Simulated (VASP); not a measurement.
# SiSe4 (Im-3m) in VASP: further runs, part 2 of 2

VASP 6.6.1. Earlier steps stand in the parts before.

**3. Relaxation of cell and atoms, PBE**

This run uses another cell than the first one, of 25.08 Å³/atom.

The input, INCAR:

```
PREC = Accurate ; ENCUT = 600
EDIFF = 1E-7 ; ISMEAR = 0
SIGMA = 0.1 ; LREAL = False
LASPH = True ; NELM = 100
ALGO = Normal ; ISIF = 3
LWAVE = False ; LCHARG = False
GGA = PE ; IBRION = 2
NSW = 100 ; EDIFFG = -0.01
```

The input, KPOINTS:

```
Automatic mesh
0
Gamma
  8 8 8
```

The input, POSCAR:

```
SiSe4
1.0
   -3.1530302200      3.1530302200      3.1530302200
    3.1530302200     -3.1530302200      3.1530302200
    3.1530302200      3.1530302200     -3.1530302200
Si Se
1 4
Direct
    0.0000000000      0.0000000000      0.0000000000
    0.0000000000      0.0000000000      0.5000000000
    0.0000000000      0.5000000000      0.0000000000
    0.5000000000      0.0000000000      0.0000000000
    0.5000000000      0.5000000000      0.5000000000
```

Potentials or basis: VASP PAW PBE potentials, release 64 (Si, Se).

The run is started by

```bash
cat potpaw_PBE.64/Si/POTCAR potpaw_PBE.64/Se/POTCAR > POTCAR
mpirun -np 1 vasp_std > vasp.out
```

OUTCAR:

```text
PREC = Accurate
   ENCUT = 600
   EDIFF = 1E-7
   ISMEAR = 0
   LREAL = False
   LASPH = True
   NELM = 100
   ISIF = 3
   GGA = PE
   IBRION = 2
   NSW = 100
   EDIFFG = -0.01

 ion  position               nearest neighbor table
   1  0.000  0.000  0.000-   2 2.73   3 2.73   4 2.73   5 2.73   2 2.73   3 2.73   4 2.73   5 2.73

   2  0.000  0.000  0.500-   1 2.73   1 2.73
   3  0.000  0.500  0.000-   1 2.73   1 2.73
   4  0.500  0.000  0.000-   1 2.73   1 2.73
   5  0.500  0.500  0.500-   1 2.73   1 2.73

  LATTYP: Found a body centered cubic cell.
 ALAT       =     6.3060604400

  Lattice vectors:

 A1 = (  -3.1530302200,   3.1530302200,   3.1530302200)
 A2 = (   3.1530302200,  -3.1530302200,   3.1530302200)
 A3 = (   3.1530302200,   3.1530302200,  -3.1530302200)

Analysis of symmetry for initial positions (statically):
=====================================================================
 Subroutine PRICEL returns:
 Original cell was already a primitive cell.

 Routine SETGRP: Setting up the symmetry group for a
 body centered cubic supercell.

 Subroutine GETGRP returns: Found 48 space group operations
 (whereof 48 operations were pure point group operations)
 out of a pool of 48 trial point group operations.

The static configuration has the point symmetry O_h .

Analysis of symmetry for dynamics (positions and initial velocities):
=====================================================================
 Subroutine PRICEL returns:
 Original cell was already a primitive cell.

 Routine SETGRP: Setting up the symmetry group for a
 body centered cubic supercell.

 Subroutine GETGRP returns: Found 48 space group operations
 (whereof 48 operations were pure point group operations)
 out of a pool of 48 trial point group operations.

The dynamic configuration has the point symmetry O_h .

 Subroutine INISYM returns: Found 48 space group operations
 (whereof 48 operations are pure point group operations),
 and found     1 'primitive' translations

----------------------------------------------------------------------------------------

                                     Primitive cell

  volume of cell :     125.3847

  direct lattice vectors                    reciprocal lattice vectors
    -3.153030220  3.153030220  3.153030220     0.000000000  0.158577611  0.158577611
     3.153030220 -3.153030220  3.153030220     0.158577611  0.000000000  0.158577611
     3.153030220  3.153030220 -3.153030220     0.158577611  0.158577611  0.000000000

  length of vectors
     5.461208539  5.461208539  5.461208539     0.224262608  0.224262608  0.224262608

  position of ions in fractional coordinates (direct lattice)
     0.000000000  0.000000000  0.000000000
     0.000000000  0.000000000  0.500000000
     0.000000000  0.500000000  0.000000000
     0.500000000  0.000000000  0.000000000
     0.500000000  0.500000000  0.500000000

  ion indices of the primitive-cell ions
   primitive index   ion index
                 1           1
                 2           2
                 3           3
[... 36 lines left out ...]
  0.125000  0.125000  0.000000     24.000000
[... 16 lines left out ...]
 -0.250000  0.250000  0.250000      6.000000
 -0.375000  0.375000  0.250000     24.000000
 [... further k-points ...]
   k-points           NKPTS =     29   k-points in BZ     NKDIM =     29   number of bands    NBANDS=     18
   number of dos      NEDOS =    301   number of ions     NIONS =      5
   total plane-waves  NPLWV = 110592
   dimension x,y,z NGX =    48 NGY =   48 NGZ =   48
   dimension x,y,z NGXF=    96 NGYF=   96 NGZF=   96
   ions per type =               1   4
   NGX,Y,Z   is equivalent  to a cutoff of  14.61, 14.61, 14.61 a.u.
   NGXF,Y,Z  is equivalent  to a cutoff of  29.22, 29.22, 29.22 a.u.
 SYSTEM =  unknown system
   PREC   = accura    normal or accurate (medium, high low for compatibility)
   ISTART =      0    job   : 0-new  1-cont  2-samecut
   ICHARG =      2    charge: 1-file 2-atom 10-const
   ISPIN  =      1    spin polarized calculation?
   LNONCOLLINEAR =      F non collinear calculations
   LSORBIT =      F    spin-orbit coupling
   LASPH  =      T    aspherical Exc in radial PAW
   ENCUT  =  600.0 eV  44.10 Ry    6.64 a.u.  10.91 10.91 10.91*2*pi/ulx,y,z
   NELM   =    100;   NELMIN=  2; NELMDL= -5     # of ELM steps
   EDIFF  = 0.1E-06   stopping-criterion for ELM
   LREAL  =      F    real-space projection
   EDIFFG = -.1E-01   stopping-criterion for IOM
   NSW    =    100    number of steps for IOM
   IBRION =      2    ionic relax: 0-MD 1-quasi-New 2-CG
   NFREE  =      1    steps in history (QN), initial steepest desc. (CG)
   ISIF   =      3    stress and relaxation
   ISYM   =      2    0-nonsym 1-usesym 2-fastsym
   POTIM  = 0.5000    time-step for ionic-motion
   TEBEG  =    0.0;   TEEND  =   0.0 temperature during run
   PSTRESS=    0.0 pullay stress
   NELECT =      28.0000    total number of electrons
   NUPDOWN=      -1.0000    fix difference up-down
   EMIN   =  10.00;   EMAX   =-10.00  energy-range for DOS
   EFERMI =   0.00;   METHOD = LEGACY
   ISMEAR =     0;   SIGMA  =   0.10  broadening in eV -4-tet -1-fermi 0-gaus
   EFERMI_NEDOS =   21; number of points for ismear=-14 and -15
   IALGO  =     38    algorithm
   IMIX   =      4    mixing-type and parameters
     AMIX     =   0.40;   BMIX     =  1.00
     AMIX_MAG =   1.60;   BMIX_MAG =  1.00
  volume/ion in A,a.u.               =      25.08       169.23
  Fermi-wavevector in a.u.,A,eV,Ry     =   0.993221  1.876916 13.421993  0.986489
  Thomas-Fermi vector in A             =   2.125088
   LORBIT       =      0    0 simple, 1 ext, 2 COOP (PROOUT), +10 PAW based schemes
   GGA     = PE    functional components
   LHFCALC =     F    Hartree Fock is set to
   AEXX    =    0.0000 exact exchange contribution
   IVDW    =     0    specifies the selected vdW correction
   LEPSILON=     F    determine dielectric tensor
   LRPA    =     F    only Hartree local field effects (RPA)
 conjugate gradient relaxation of ions
 non-spin polarized calculation
 Gauss-broadening in eV      SIGMA  =   0.10
  energy-cutoff  :      600.00
  volume of cell :      125.38
 maximum number of plane-waves:      4232
 NGX is ok and might be reduce to    48
   NGX = 21   NGY = 21   NGZ = 21

--------------------------------------- Ionic step        1  -------------------------------------------

 number of electron      27.9999996 magnetization

 Free energy of the ion-electron system (eV)
  ---------------------------------------------------
  ext. energy  EPLUGINS =         0.00000000
  ---------------------------------------------------
  free energy    TOTEN  =       -17.16097727 eV

  energy without entropy =      -17.14273585  energy(sigma->0) =      -17.15185656

------------------------ aborting loop because EDIFF is reached ----------------------------------------

  FORCE on cell =-STRESS in cart. coord.  units (eV):
  Direction    XX          YY          ZZ          XY          YZ          ZX
  --------------------------------------------------------------------------------------
  -------------------------------------------------------------------------------------
  Total       -3.3010571     -3.3010571     -3.3010571     -0.0000000     -0.0000000      0.0000000
  in kB      -42.1812287    -42.1812287    -42.1812287     -0.0000000     -0.0000000      0.0000000
  external PRESSURE =     -42.1812287 kB  Pullay stress =       0.0000000 kB
[... 65 lines left out ...]
--------------------------------------- Ionic step        3  -------------------------------------------

 number of electron      28.0000001 magnetization

 Free energy of the ion-electron system (eV)
  ---------------------------------------------------
  ext. energy  EPLUGINS =         0.00000000
  ---------------------------------------------------
  free energy    TOTEN  =       -17.30476362 eV

  energy without entropy =      -17.28972157  energy(sigma->0) =      -17.29724260

 E-fermi :   4.2942     XC(G=0):  -9.5820

 val. band max:        4.2808081794   @ k =   0.5000   0.5000   0.2500
 cond. band min:       4.3021341335   @ k =   0.5000   0.5000   0.2500
 fundamental gap:      0.0213259541
 Fermi energy:         4.2941923025

 k-point     1 :       0.0000    0.0000    0.0000
  band No.  band energies     occupation
      1     -11.0546      2.00000
      2      -7.9160      2.00000
      3      -7.9160      2.00000
      4      -7.9160      2.00000
      5      -1.9463      2.00000
      6      -1.9463      2.00000
[... 481 lines left out ...]
      5      -4.7555      2.00000
      6      -0.8092      2.00000
[... 10 lines left out ...]
     17       5.9664      0.00000
     18       6.6315      0.00000

 [... further k-points ...]

------------------------ aborting loop because EDIFF is reached ----------------------------------------

  FORCE on cell =-STRESS in cart. coord.  units (eV):
  Direction    XX          YY          ZZ          XY          YZ          ZX
  --------------------------------------------------------------------------------------
  -------------------------------------------------------------------------------------
  Total        0.0078822      0.0078822      0.0078822     -0.0000000      0.0000000     -0.0000000
  in kB        0.1095344      0.1095344      0.1095344     -0.0000000      0.0000000     -0.0000000
  external PRESSURE =       0.1095344 kB  Pullay stress =       0.0000000 kB
[... 20 lines left out ...]
  FREE ENERGIE OF THE ION-ELECTRON SYSTEM (eV)
  ---------------------------------------------------
  free  energy   TOTEN  =       -17.3047636204 eV

  energy  without entropy=      -17.2897215697  energy(sigma->0) =      -17.29724260

 reached required accuracy - stopping structural energy minimisation
```

Run time: 2.4 min. Hardware: 1 thread of AMD EPYC 9R45 (Zen 5), shared host; peak memory 0.34 GiB.

Results:

```
Free energy                           : -17.3048 eV
Relaxed volume                        : 23.06 Å³/atom
Relaxed cell                          : a = 5.311 Å, b = 5.311 Å, c = 5.311 Å, α = 109.47°, β = 109.47°, γ = 109.47°
Space group after relaxing (to 0.1 Å) : Im-3m (No. 229)
Energy gained by relaxing             : 28.8 meV/atom
Ionic steps                           : 3
Pressure after relaxing               : 0.0 GPa
Band gap on the k mesh                : zero (bands 14 and 15 overlap by 2.85 eV)
```

Step by step:
```tsv
step	energy change (eV)	largest force (eV/Å)	pressure (GPa)	volume (Å³)
1	0.0000	0.0000	-4.22	125.38
2	-0.1398	0.0000	0.85	113.78
3	-0.1438	0.0000	0.01	115.29
```

Final structure:
```cif
data_structure
_symmetry_space_group_name_H-M 'P 1'
_symmetry_Int_Tables_number 1
_cell_length_a 5.3106
_cell_length_b 5.3106
_cell_length_c 5.3106
_cell_angle_alpha 109.471
_cell_angle_beta 109.471
_cell_angle_gamma 109.471
_cell_volume 115.29
loop_
_atom_site_label
_atom_site_type_symbol
_atom_site_fract_x
_atom_site_fract_y
_atom_site_fract_z
_atom_site_occupancy
Si1 Si 0.00000 0.00000 0.00000 1
Se1 Se 0.00000 0.00000 0.50000 1
Se2 Se 0.00000 0.50000 0.00000 1
Se3 Se 0.50000 0.00000 0.00000 1
Se4 Se 0.50000 0.50000 0.50000 1
```

Levels at points of the mesh, in eV from the Fermi level:
```
           k point  band 11  band 12  band 13  band 14  band 15  band 16  band 17  band 18
(0.00, 0.00, 0.00)    -4.07     0.10     0.10     0.10     1.62     2.46     2.46     2.93
(0.50, 0.00, 0.00)    -2.56    -2.33    -1.25    -1.21     0.20     1.09     1.12     1.20
(0.50, 0.50, 0.50)     0.76     0.76     0.76     0.84     0.84     0.84     1.60     1.60
```

The gap in the log of VASP goes by the Fermi energy; the results here count the filled bands.